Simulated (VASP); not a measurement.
# CuSi16 (a cell with a defect) in VASP: further runs, part 2 of 2

VASP 6.6.1. Earlier steps stand in the parts before.

## Step 3: Single point, PBE+D3(BJ), collinear spin, zero start

Contents of INCAR:

```
ALGO     = Normal         # electronic algorithm
EDIFF    = 1E-6           # SCF threshold, eV
ENCUT    = 520            # plane-wave cutoff, eV
GGA      = PE             # functional
GGA_COMPAT= False        
ISIF     = 2              # what is computed and relaxed
ISMEAR   = 0              # smearing method
ISPIN    = 2              # spin polarisation
IVDW     = 12             # dispersion correction
LASPH    = True           # aspherical terms in the spheres
LCHARG   = False          # write CHGCAR
LMAXMIX  = 4              # l up to which the mixer works
LORBIT   = 11             # projections on sites
LREAL    = False          # projectors in reciprocal space
LWAVE    = False          # write WAVECAR
MAGMOM   = 0 0 0 0 0 0 0 0 0 0 0 0 0 0 0 0 0 # initial moments
NBANDS   = 56             # bands
NELM     = 200            # most SCF steps
PREC     = Accurate       # precision mode
SIGMA    = 0.05           # smearing width, eV
```

Contents of KPOINTS:

```
k-points
0
Gamma
  2 2 2
```

Contents of POSCAR:

```
CuSi16
1.0
    0.0000000000      5.4300000000      5.4300000000
    5.4300000000      0.0000000000      5.4300000000
    5.4300000000      5.4300000000      0.0000000000
Si Cu
16 1
Direct
   -0.0129220074      0.0019848066      0.0053461326
    0.1268914365      0.1200428177      0.1316026703
    0.0084624309     -0.0182707182      0.5047819521
    0.1268914365      0.1200431860      0.6212181400
    0.0025377532      0.4931843462      0.0034071823
    0.1162545120      0.6289390424      0.1272810313
    0.0025374770      0.4931842541      0.5006260589
    0.1310701657      0.6085209945      0.6300817680
    0.5106538674      0.0049934622      0.0054975138
    0.6199402394      0.1584043278      0.1107052486
    0.5106538674      0.0049934622      0.4786102210
    0.6352963168      0.1220826888      0.6211880295
    0.4910853591      0.5342695212     -0.0128000921
    0.6292380295      0.6315713628      0.1269496317
    0.5041799263      0.4950412523      0.5002672192
    0.6292384899      0.6315714549      0.6119957643
    0.3474400552      0.9704485267      0.8409332413
```

Potentials or basis: VASP PAW PBE potentials, release 64 (Si, Cu).

Started as:

```console
$ cat potpaw_PBE.64/Si/POTCAR potpaw_PBE.64/Cu/POTCAR > POTCAR
$ mpirun -np 1 vasp_std > vasp.out
```

OUTCAR:

```text
EDIFF = 1E-6
   ENCUT = 520
   GGA = PE
   ISIF = 2
   ISMEAR = 0
   ISPIN = 2
   IVDW = 12
   LASPH = True
   LORBIT = 11
   LREAL = False
   NELM = 200
   PREC = Accurate
 IVDW          = 12

 ion  position               nearest neighbor table
   1  0.987  0.002  0.005-  10 2.31  17 2.34   6 2.34   4 2.41   2 2.41
   2  0.127  0.120  0.132-   5 2.34   3 2.34   9 2.41   1 2.41  17 2.45
   3  0.008  0.982  0.505-   8 2.34   4 2.34   2 2.34  12 2.34
   4  0.127  0.120  0.621-   7 2.34   3 2.34  11 2.41   1 2.41  17 2.45
   5  0.003  0.493  0.003-   2 2.34   8 2.34   6 2.34  14 2.34
   6  0.116  0.629  0.127-   1 2.34   7 2.34   5 2.34  13 2.36
   7  0.003  0.493  0.501-   4 2.34   8 2.34   6 2.34  16 2.34
   8  0.131  0.609  0.630-   3 2.34  15 2.34   7 2.34   5 2.34
   9  0.511  0.005  0.005-  10 2.32  14 2.34  17 2.34   2 2.41  12 2.41
[... 890 lines left out ...]
      4.10628      1.32240      4.04640        -0.019045      0.019045      0.007974
[... 9 lines left out ...]
      6.75257      6.73990      6.84620        -0.006677      0.023204     -0.009226
      9.83580      6.45287      7.15613         0.001023     -0.001023      0.016525
 -----------------------------------------------------------------------------------
    total drift:                               -0.000177     -0.000155      0.000076

  FREE ENERGIE OF THE ION-ELECTRON SYSTEM (eV)
  ---------------------------------------------------
  free  energy   TOTEN  =       -93.1504383445 eV

  energy  without entropy=      -93.1349007570  energy(sigma->0) =      -93.14266955

 total charge

# of ion       s       p       d       tot
------------------------------------------
    1        0.735   0.960   0.000   1.695
    2        0.733   0.950   0.000   1.683
    3        0.750   0.947   0.000   1.697
    4        0.733   0.950   0.000   1.683
    5        0.741   0.959   0.000   1.699
    6        0.743   0.951   0.000   1.693
[... 9 lines left out ...]
   16        0.743   0.950   0.000   1.692
   17        0.491   0.447   9.213  10.150
--------------------------------------------------
tot         12.336  15.703   9.213  37.251

 magnetization (x)

# of ion       s       p       d       tot
------------------------------------------
    1       -0.000  -0.000   0.000  -0.000
    2       -0.000   0.000   0.000  -0.000
    3       -0.000  -0.000   0.000  -0.000
    4       -0.000   0.000   0.000  -0.000
    5       -0.000  -0.000   0.000  -0.000
    6       -0.000  -0.000   0.000  -0.000
[... 9 lines left out ...]
   16       -0.000  -0.000   0.000  -0.000
   17       -0.000  -0.000   0.000  -0.000
--------------------------------------------------
tot         -0.000  -0.000   0.000  -0.000
```

It took 7.7 min on 1 thread of Intel Xeon Platinum 8259CL at 2.50GHz (Skylake/Cascade Lake), shared host; peak memory 0.73 GiB.

What came out:

- Free energy: -93.1504 eV
- Pressure: 1.3 GPa
- Largest force: 0.066 eV/Å
- Net moment: 0.00 μB per cell
- Valence electrons inside the program's atomic spheres: Si 1.70, 1.68, 1.69, 1.71 (each value once); Cu 10.15
- Dispersion energy per atom: -0.334 eV

Forces in eV/Å, atoms in the order of the input:
```
Si   0.038 -0.038 -0.039
Si   0.017  0.000 -0.004
Si  -0.003  0.003 -0.003
Si   0.000 -0.017 -0.004
Si   0.012  0.003  0.002
Si  -0.019  0.019  0.008
Si  -0.003 -0.012  0.002
Si  -0.014  0.014 -0.009
Si   0.019  0.024  0.011
Si   0.026 -0.026 -0.005
Si  -0.024 -0.019  0.011
Si  -0.013  0.013  0.022
Si  -0.003  0.003 -0.009
Si  -0.023  0.007 -0.009
Si  -0.004  0.004  0.020
Si  -0.007  0.023 -0.009
Cu   0.001 -0.001  0.017
```

Caveat: the k points lie up to 0.50 Å⁻¹ apart; no moment was typed at the start, so none could form.

## Step 4: Single point, PBE+D3(BJ), collinear spin, zero start

Contents of INCAR:

```
SYSTEM = CuSi16
PREC = Accurate ; ENCUT = 520
EDIFF = 1E-6 ; ISMEAR = 0
SIGMA = 0.05 ; LREAL = .FALSE.
LASPH = .TRUE. ; NELM = 200
ALGO = Normal ; ISIF = 2
LWAVE = .FALSE. ; LCHARG = .TRUE.
ISPIN = 2 ; MAGMOM = 0 0 0 0 0 0 0 0 0 0 0 0 0 0 0 0 0
LORBIT = 11 ; LMAXMIX = 4
GGA = PE ; IVDW = 12
LELF = .TRUE. ; LVHAR = .TRUE.
NBANDS = 56 ; GGA_COMPAT = .FALSE.
```

Contents of KPOINTS:

```
regular mesh
0
G
  2 2 2
  0 0 0
```

Contents of POSCAR:

```
CuSi16
1.0
    0.0000000000      5.4300000000      5.4300000000
    5.4300000000      0.0000000000      5.4300000000
    5.4300000000      5.4300000000      0.0000000000
Si Cu
16 1
Direct
    0.0336279926     -0.0094694291     -0.0122664825
    0.1311712707      0.1289773481      0.1262014733
   -0.0064692449      0.0075493554      0.4992707182
    0.1311454880      0.1289918969      0.6132760589
   -0.0064697053      0.5020490792      0.0047702578
    0.1311372928      0.6160654696      0.1262133517
   -0.0064952118      0.5020523020      0.4992742173
    0.1014184162      0.6345889503      0.6317996317
    0.5038894107      0.0094768877      0.0066422652
    0.6604941068      0.1148972376      0.1121292818
    0.5038510129      0.0095246777      0.4796134438
    0.6210849908      0.1394779926      0.6195569982
    0.5038426335      0.4823649171      0.0067282689
    0.6210797422      0.6223386740      0.1367082873
    0.4731010129      0.5106921731      0.5079148250
    0.6210641805      0.6223216390      0.6195124309
    0.5118590239      0.8310481584      0.8283201657
```

Potentials or basis: VASP PAW PBE potentials, release 64 (Si, Cu).

Started as:

```console
$ cat potpaw_PBE.64/Si/POTCAR potpaw_PBE.64/Cu/POTCAR > POTCAR
$ mpirun -np 1 vasp_std > vasp.out
```

OUTCAR:

```text
SYSTEM = CuSi16
   PREC = Accurate
   ENCUT = 520
   EDIFF = 1E-6
   ISMEAR = 0
   LREAL = .FALSE.
   LASPH = .TRUE.
   NELM = 200
   ISIF = 2
   ISPIN = 2
   LORBIT = 11
   GGA = PE
   IVDW = 12
 IVDW          = 12

 ion  position               nearest neighbor table
   1  0.034  0.991  0.988-  10 2.34   2 2.35   4 2.35   6 2.35
   2  0.131  0.129  0.126-   9 2.34   3 2.34   5 2.34   1 2.35
   3  0.994  0.008  0.499-  12 2.34   4 2.34   2 2.34   8 2.34
   4  0.131  0.129  0.613-  11 2.34   7 2.34   3 2.34   1 2.35
   5  0.994  0.502  0.005-  14 2.34   6 2.34   2 2.34   8 2.34
   6  0.131  0.616  0.126-  13 2.34   7 2.34   5 2.34   1 2.35
   7  0.994  0.502  0.499-  16 2.34   4 2.34   6 2.34   8 2.34
   8  0.101  0.635  0.632-  15 2.33   3 2.34   5 2.34   7 2.34
[... 1097 lines left out ...]
      2.75203      5.42077      8.12100        -0.001530     -0.002556      0.001846
      4.03057      1.39741      4.05731         0.001183     -0.001461      0.000674
[... 9 lines left out ...]
      6.74316      6.73633      6.75158        -0.013853      0.002073      0.001149
      9.01037      7.27717      7.29199         0.007486     -0.005042     -0.003850
 -----------------------------------------------------------------------------------
    total drift:                                0.000247     -0.000273      0.000119

  FREE ENERGIE OF THE ION-ELECTRON SYSTEM (eV)
  ---------------------------------------------------
  free  energy   TOTEN  =       -93.1530910793 eV

  energy  without entropy=      -93.1421341431  energy(sigma->0) =      -93.14761261

 total charge

# of ion       s       p       d       tot
------------------------------------------
    1        0.740   0.953   0.000   1.693
    2        0.744   0.953   0.000   1.696
    3        0.741   0.959   0.000   1.700
    4        0.744   0.953   0.000   1.696
    5        0.741   0.959   0.000   1.700
    6        0.744   0.953   0.000   1.696
[... 9 lines left out ...]
   16        0.736   0.949   0.000   1.685
   17        0.502   0.459   9.212  10.173
--------------------------------------------------
tot         12.357  15.710   9.212  37.279

 magnetization (x)

# of ion       s       p       d       tot
------------------------------------------
    1       -0.000  -0.000   0.000  -0.000
    2        0.000   0.000   0.000   0.000
    3        0.000   0.000   0.000   0.000
    4        0.000   0.000   0.000   0.000
    5        0.000   0.000   0.000   0.000
    6        0.000   0.000   0.000   0.000
[... 9 lines left out ...]
   16       -0.000  -0.000   0.000  -0.000
   17        0.000  -0.000   0.000   0.000
--------------------------------------------------
tot          0.000  -0.000   0.000   0.000
```

It took 10 min on 1 thread of Intel Xeon Platinum 8259CL at 2.50GHz (Skylake/Cascade Lake), shared host; peak memory 0.75 GiB.

Results:

```yaml
Free_energy: -93.1531 eV
Pressure: 1.4 GPa
Largest_force: 0.019 eV/Å
Net_moment: 0.00 μB per cell
Valence_electrons_inside_the_program's_atomic_spheres: Si 1.69, 1.70 (each value once); Cu 10.17
Dispersion_energy_per_atom: -0.334 eV
```

Forces in eV/Å, atoms in the order of the input:
```
Si   0.010 -0.010 -0.011
Si   0.000 -0.002 -0.001
Si  -0.002  0.002 -0.002
Si   0.002  0.001 -0.001
Si  -0.002 -0.003  0.002
Si   0.001 -0.001  0.001
Si   0.003  0.002  0.002
Si  -0.004  0.004  0.003
Si   0.012  0.006  0.003
Si  -0.007  0.006  0.006
Si  -0.006 -0.010  0.003
Si  -0.002  0.000  0.016
Si  -0.004  0.003 -0.009
Si  -0.003  0.015  0.000
Si   0.008 -0.009 -0.009
Si  -0.014  0.002  0.001
Cu   0.007 -0.005 -0.004
```

Caveat: the k points lie up to 0.50 Å⁻¹ apart; no moment was typed at the start, so none could form.

## Step 5: Overview

| cell | gap on the mesh (eV) | pressure (GPa) | moment (μB) | largest force (eV/Å) |
| --- | --- | --- | --- | --- |
| as given, atomic positions A | none | 1.3 | 0.00 | 0.07 |
| as given, atomic positions B | none | 1.3 | 0.00 | 0.07 |
| as given, atomic positions C | none | 1.4 | 0.00 | 0.02 |

Alike in all rows: task single point; level PBE+D3(BJ); potentials or basis VASP PAW PBE potentials, release 64 (Si, Cu); spin collinear, zero start; k mesh 2 × 2 × 2; cutoff (eV) 520; smearing gaussian 0.05 eV.

Caveats: all runs use coarse meshes; no moment was typed at the start, so none could form.

Absolute energies hang on the potentials; compare differences alone.
